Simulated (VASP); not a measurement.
# Zn3GeN (P4mm) in VASP: notebook

Zn3GeN is run at these levels: PBE; tasks: single point, relaxation of cell and atoms.

All numbers are computed with VASP 6.6.1; they aren't measurements. Logs are shortened: lines on timing, memory, paths and dates and some standing lists are left out, and cuts for length are marked.

## Step 1: The cell of the first run

Symmetry: P4mm, No. 99, tetragonal system. The conventional cell has a = 3.676 Å, b = 3.676 Å, c = 5.892 Å, α = 90.00°, β = 90.00°, γ = 90.00°. Zn (site symmetry 2mm) has 2 N at 2.05 Å and 4 Zn at 2.60 Å and 2 Ge at 2.78 Å within 2.8 Å. Within 2.6 Å of Zn (site symmetry 4mm) lie 1 N at 1.97 Å. Ge (site symmetry 4mm) has 8 Zn at 2.76 to 2.78 Å and 4 Ge at 3.68 Å within 3.7 Å. N (site symmetry 4mm) has 5 Zn at 1.97 to 2.05 Å within 2.6 Å.

The cell was generated, and may not be a known phase.

## Step 2: Single point, PBE

The input, INCAR:

```
SYSTEM = Zn3GeN
ALGO = Normal ; EDIFF = 1E-6
ENCUT = 520 ; GGA = PE
ISIF = 2 ; ISMEAR = 0
LASPH = .True. ; LCHARG = .False.
LREAL = .False. ; LWAVE = .False.
NBANDS = 36 ; NELM = 60
PREC = Accurate ; SIGMA = 0.1
```

The input, KPOINTS:

```
k-points
0
Gamma
  6 6 4
  0 0 0
```

The input, POSCAR:

```
Zn3GeN
1.0
    3.6761919786      0.0000000000      0.0000000000
    0.0000000000      3.6761919786      0.0000000000
    0.0000000000      0.0000000000      5.8918569851
Zn Ge N
3 1 1
Direct
    0.0000000000      0.5000000000      0.4969718850
    0.5000000000      0.5000000000      0.9843493489
    0.5000000000      0.0000000000      0.4969718850
    0.0000000000      0.0000000000      0.1439062210
    0.5000000000      0.5000000000      0.6503996800
```

Potentials or basis: VASP PAW PBE potentials, release 64 (Zn, Ge_d, N).

Launch:

```console
> cat potpaw_PBE.64/Zn/POTCAR potpaw_PBE.64/Ge_d/POTCAR potpaw_PBE.64/N/POTCAR > POTCAR
> mpirun -np 1 vasp_std > vasp.out
```

OUTCAR:

```text
SYSTEM = Zn3GeN
   EDIFF = 1E-6
   ENCUT = 520
   GGA = PE
   ISIF = 2
   ISMEAR = 0
   LASPH = .True.
   LREAL = .False.
   NELM = 60
   PREC = Accurate

 ion  position               nearest neighbor table
   1  0.000  0.500  0.497-   5 2.05   5 2.05   3 2.60   3 2.60   3 2.60   3 2.60   4 2.78   4 2.78

   2  0.500  0.500  0.984-   5 1.97   4 2.76   4 2.76   4 2.76   4 2.76
   3  0.500  0.000  0.497-   5 2.05   5 2.05   1 2.60   1 2.60   1 2.60   1 2.60   4 2.78   4 2.78

   4  0.000  0.000  0.144-   2 2.76   2 2.76   2 2.76   2 2.76   1 2.78   3 2.78   3 2.78   1 2.78

   5  0.500  0.500  0.650-   2 1.97   1 2.05   3 2.05   3 2.05   1 2.05

  LATTYP: Found a simple tetragonal cell.
 ALAT       =     3.6761919786
 C/A-ratio  =     1.6027065560

  Lattice vectors:

 A1 = (   3.6761919786,   0.0000000000,   0.0000000000)
 A2 = (   0.0000000000,   3.6761919786,   0.0000000000)
 A3 = (   0.0000000000,   0.0000000000,   5.8918569851)

Analysis of symmetry for initial positions (statically):
=====================================================================
 Subroutine PRICEL returns:
 Original cell was already a primitive cell.

 Routine SETGRP: Setting up the symmetry group for a
 simple tetragonal supercell.

 Subroutine GETGRP returns: Found  8 space group operations
 (whereof  8 operations were pure point group operations)
 out of a pool of 16 trial point group operations.

The static configuration has the point symmetry C_4v.

Analysis of symmetry for dynamics (positions and initial velocities):
=====================================================================
 Subroutine PRICEL returns:
 Original cell was already a primitive cell.

 Routine SETGRP: Setting up the symmetry group for a
 simple tetragonal supercell.

 Subroutine GETGRP returns: Found  8 space group operations
 (whereof  8 operations were pure point group operations)
 out of a pool of 16 trial point group operations.

The dynamic configuration has the point symmetry C_4v.

 Subroutine INISYM returns: Found  8 space group operations
 (whereof  8 operations are pure point group operations),
 and found     1 'primitive' translations

----------------------------------------------------------------------------------------

                                     Primitive cell

  volume of cell :      79.6248
[... 82 lines left out ...]
   ions per type =               3   1   1
   NGX,Y,Z   is equivalent  to a cutoff of  12.66, 12.66, 13.54 a.u.
   NGXF,Y,Z  is equivalent  to a cutoff of  25.32, 25.32, 27.09 a.u.
 SYSTEM =  Zn3GeN
   PREC   = accura    normal or accurate (medium, high low for compatibility)
   ISTART =      0    job   : 0-new  1-cont  2-samecut
   ICHARG =      2    charge: 1-file 2-atom 10-const
   ISPIN  =      1    spin polarized calculation?
   LNONCOLLINEAR =      F non collinear calculations
   LSORBIT =      F    spin-orbit coupling
   LASPH  =      T    aspherical Exc in radial PAW
   ENCUT  =  520.0 eV  38.22 Ry    6.18 a.u.   6.84  6.84 10.95*2*pi/ulx,y,z
   NELM   =     60;   NELMIN=  2; NELMDL= -5     # of ELM steps
   EDIFF  = 0.1E-05   stopping-criterion for ELM
   LREAL  =      F    real-space projection
[... 7 lines left out ...]
   TEBEG  =    0.0;   TEEND  =   0.0 temperature during run
   PSTRESS=    0.0 pullay stress
   NELECT =      55.0000    total number of electrons
   NUPDOWN=      -1.0000    fix difference up-down
   EMIN   =  10.00;   EMAX   =-10.00  energy-range for DOS
   EFERMI =   0.00;   METHOD = LEGACY
   ISMEAR =     0;   SIGMA  =   0.10  broadening in eV -4-tet -1-fermi 0-gaus
   EFERMI_NEDOS =   21; number of points for ismear=-14 and -15
   IALGO  =     38    algorithm
   IMIX   =      4    mixing-type and parameters
     AMIX     =   0.40;   BMIX     =  1.00
     AMIX_MAG =   1.60;   BMIX_MAG =  1.00
  volume/ion in A,a.u.               =      15.92       107.47
  Fermi-wavevector in a.u.,A,eV,Ry     =   1.447148  2.734713 28.493819  2.094237
  Thomas-Fermi vector in A             =   2.565136
   LORBIT       =      0    0 simple, 1 ext, 2 COOP (PROOUT), +10 PAW based schemes
   GGA     = PE    functional components
   LHFCALC =     F    Hartree Fock is set to
   AEXX    =    0.0000 exact exchange contribution
   IVDW    =     0    specifies the selected vdW correction
   LEPSILON=     F    determine dielectric tensor
   LRPA    =     F    only Hartree local field effects (RPA)
 non-spin polarized calculation
 Gauss-broadening in eV      SIGMA  =   0.10
  energy-cutoff  :      520.00
  volume of cell :       79.62
 maximum number of plane-waves:      2188
 NGX is ok and might be reduce to    28
   NGX = 13   NGY = 13   NGZ = 21

 number of electron      55.0000011 magnetization

 Free energy of the ion-electron system (eV)
  ---------------------------------------------------
  ext. energy  EPLUGINS =         0.00000000
  ---------------------------------------------------
  free energy    TOTEN  =       -15.16830515 eV

  energy without entropy =      -15.16137460  energy(sigma->0) =      -15.16483987

 E-fermi :   3.2019     XC(G=0): -10.7716

 val. band max:        3.1944597335   @ k =   0.1667   0.1667   0.0000
 cond. band min:       3.2175372174   @ k =   0.5000   0.0000   0.5000
 fundamental gap:      0.0230774839
 Fermi energy:         3.2018905100

 k-point     1 :       0.0000    0.0000    0.0000
  band No.  band energies     occupation
      1     -20.9674      2.00000
      2     -20.9618      2.00000
      3     -20.9326      2.00000
      4     -20.9326      2.00000
      5     -20.9213      2.00000
      6     -12.0850      2.00000
[... 925 lines left out ...]
     35      10.1556      0.00000
     36      10.2976      0.00000

 [... further k-points ...]
[... 5 lines left out ...]
  --------------------------------------------------------------------------------------
  -------------------------------------------------------------------------------------
  Total        0.2715765      0.2715765      0.2642552      0.0000000      0.0000000      0.0000000
  in kB        5.4645482      5.4645482      5.3172324      0.0000000      0.0000000      0.0000000
  external PRESSURE =       5.4154429 kB  Pullay stress =       0.0000000 kB

 VOLUME and BASIS-vectors are now :
 -----------------------------------------------------------------------------
  energy-cutoff  :      520.00
  volume of cell :       79.62
      direct lattice vectors                 reciprocal lattice vectors
     3.676191979  0.000000000  0.000000000     0.272020614  0.000000000  0.000000000
     0.000000000  3.676191979  0.000000000     0.000000000  0.272020614  0.000000000
     0.000000000  0.000000000  5.891856985     0.000000000  0.000000000  0.169725776

 POSITION                                       TOTAL-FORCE (eV/Angst)
 -----------------------------------------------------------------------------------
      0.00000      1.83810      2.92809         0.000000      0.000000     -0.037943
      1.83810      1.83810      5.79965         0.000000     -0.000000      0.066103
      1.83810      0.00000      2.92809         0.000000      0.000000     -0.037943
      0.00000      0.00000      0.84787        -0.000000      0.000000     -0.008180
      1.83810      1.83810      3.83206         0.000000     -0.000000      0.017963
 -----------------------------------------------------------------------------------
    total drift:                                0.000000      0.000000      0.001112

  FREE ENERGIE OF THE ION-ELECTRON SYSTEM (eV)
  ---------------------------------------------------
  free  energy   TOTEN  =       -15.1683051461 eV

  energy  without entropy=      -15.1613746034  energy(sigma->0) =      -15.16483987
```

stdout:

```text
POSCAR found type information on POSCAR ZnGeN
 POSCAR found :  3 types and       5 ions
 scaLAPACK will be used
 LDA part: xc-table for (Slater+PW92), standard interpolation
 POSCAR, INCAR and KPOINTS ok, starting setup
 FFT: planning ... GRIDC
 FFT: planning ... GRID_SOFT
 FFT: planning ... GRID
 WAVECAR not read
 entering main loop
```

Run time: 2 min. Hardware: 1 thread of Oxide Virtual Turin-like, shared host; peak memory 0.19 GiB.

What came out:

```
Free energy            : -15.1683 eV
Pressure               : 0.5 GPa
Largest force          : 0.066 eV/Å
Band gap on the k mesh : zero (an odd number of electrons rules out a gap without spin polarisation)
```

Forces on the atoms (eV/Å):
```
Zn   0.000  0.000 -0.038
Zn   0.000  0.000  0.066
Zn   0.000  0.000 -0.038
Ge   0.000  0.000 -0.008
N    0.000  0.000  0.018
```

## Step 3: Relaxation of cell and atoms, PBE

This run uses another cell than the first one, of 14.25 Å³/atom.

The input, INCAR:

```
SYSTEM = Zn3GeN
PREC = Accurate
ENCUT = 600
EDIFF = 1E-7
ISMEAR = 0
SIGMA = 0.1
LREAL = .FALSE.
LASPH = .TRUE.
NELM = 100
ALGO = Normal
ISIF = 3
LWAVE = .FALSE.
LCHARG = .FALSE.
GGA = PE
IBRION = 2
NSW = 90
EDIFFG = -0.04
```

The input, KPOINTS:

```
regular mesh
0
G
  4 4 4
  0 0 0
```

The input, POSCAR:

```
Zn3GeN
1.0
    3.8340285600      0.0000000000      0.0000000000
    0.0000000000      3.8340285600      0.0000000000
    0.0000000000      0.0000000000      4.8467266900
Zn Ge N
3 1 1
Direct
    0.0000000000      0.5000000000      0.5006765100
    0.5000000000      0.5000000000      0.1001364400
    0.5000000000      0.0000000000      0.5006765100
    0.0000000000      0.0000000000      0.9838940500
    0.5000000000      0.5000000000      0.6872155100
```

Potentials or basis: VASP PAW PBE potentials, release 64 (Zn, Ge_d, N).

Launch:

```console
> cat potpaw_PBE.64/Zn/POTCAR potpaw_PBE.64/Ge_d/POTCAR potpaw_PBE.64/N/POTCAR > POTCAR
> mpirun -np 1 vasp_std > vasp.out
```

Wall time 19 min (1 thread of Oxide Virtual Turin-like, shared host); peak memory 0.2 GiB.

Results (log left out):

```yaml
Free_energy: -15.3983 eV
Relaxed_volume: 15.83 Å³/atom
Relaxed_cell: a = 3.675 Å, b = 3.675 Å, c = 5.862 Å, α = 90.00°, β = 90.00°, γ = 90.00°
Space_group_after_relaxing_to_0.1_Å: P4mm (No. 99)
Energy_gained_by_relaxing: 227.0 meV/atom
Ionic_steps: 20
Pressure_after_relaxing: 0.0 GPa
Largest_force_after_relaxing: 0.025 eV/Å
Band_gap_on_the_k_mesh: zero (an odd number of electrons rules out a gap without spin polarisation)
```

Forces in eV/Å, atoms in the order of the input:
```
Zn   0.000  0.000  0.010
Zn   0.000  0.000  0.006
Zn   0.000  0.000  0.010
Ge   0.000  0.000 -0.002
N    0.000  0.000 -0.025
```

Stress tensor (GPa, compression positive):
```
 0.02  0.00  0.00
 0.00  0.02  0.00
 0.00  0.00 -0.16
```

The path:
| step | energy change (eV) | largest force (eV/Å) | pressure (GPa) | volume (Å³) |
| --- | --- | --- | --- | --- |
| 1 | 0.0000 | 1.3747 | 2.55 | 71.25 |
| 2 | -0.1334 | 1.1414 | -0.85 | 73.60 |
| 3 | -0.2080 | 0.9197 | -4.41 | 76.97 |
| 4 | -0.3083 | 0.9326 | -3.39 | 76.13 |
| 5 | -0.5644 | 1.0884 | 0.45 | 73.59 |
| 6 | -0.5070 | 1.8993 | 14.23 | 68.55 |
| 7 | -0.6619 | 1.2670 | 4.73 | 71.65 |
| 8 | -0.7571 | 1.2166 | 4.42 | 72.33 |
| 9 | -0.9633 | 0.7057 | 4.17 | 74.38 |
| 10 | -0.3359 | 3.3560 | 8.91 | 78.44 |
| 11 | -0.9667 | 0.8415 | 4.63 | 74.84 |
| 12 | -1.0648 | 0.5659 | 0.79 | 78.10 |
| 13 | -1.0829 | 0.3842 | -1.64 | 80.66 |
| 14 | -1.1148 | 0.2604 | -1.11 | 80.20 |
| 15 | -1.1333 | 0.1166 | -0.21 | 79.51 |
| 16 | -1.1334 | 0.1211 | -0.16 | 79.47 |
| 17 | -1.1342 | 0.0622 | -0.03 | 79.31 |
| 18 | -1.1343 | 0.0761 | 0.03 | 79.23 |
| 19 | -1.1347 | 0.0459 | 0.01 | 79.20 |
| 20 | -1.1348 | 0.0247 | -0.04 | 79.16 |

Final structure:
```xyz
5
Lattice="3.6747 0.0000 0.0000 0.0000 3.6747 0.0000 0.0000 0.0000 5.8624" Properties=species:S:1:pos:R:3 pbc="T T T"
Zn    0.0000    1.8374    2.9014
Zn    1.8374    1.8374    5.7859
Zn    1.8374    0.0000    2.9014
Ge    0.0000    0.0000    0.8527
N     1.8374    1.8374    3.8128
```

Levels at points of the mesh, in eV from the Fermi level:
```
           k point  band 24  band 25  band 26  band 27  band 28  band 29  band 30  band 31
(0.00, 0.00, 0.00)    -2.54    -2.54     0.27     0.60     1.78     1.78     2.55     3.99
(0.50, 0.00, 0.00)    -4.26    -3.81    -1.61    -1.53     2.69     2.81     4.15     4.45
(0.50, 0.50, 0.00)    -4.18    -3.48    -1.65    -1.65    -0.96    -0.52     2.08     2.08
(0.00, 0.00, 0.50)    -2.34    -2.34    -2.26     1.30     1.30     2.70     3.21     4.28
(0.50, 0.00, 0.50)    -5.35    -1.55    -1.42    -0.13     0.43     2.93     3.89     5.79
(0.50, 0.50, 0.50)    -3.76    -3.70    -2.79    -2.79    -1.70     0.66     3.53     3.53
```

Caveat: the k points lie up to 0.43 Å⁻¹ apart in the final cell, too coarse for converged energies and pressures of a metal; a cell axis changed by over 15 % at a fixed basis, so the end point is rough.

The gap in the log of VASP goes by the Fermi energy; the results here count the filled bands.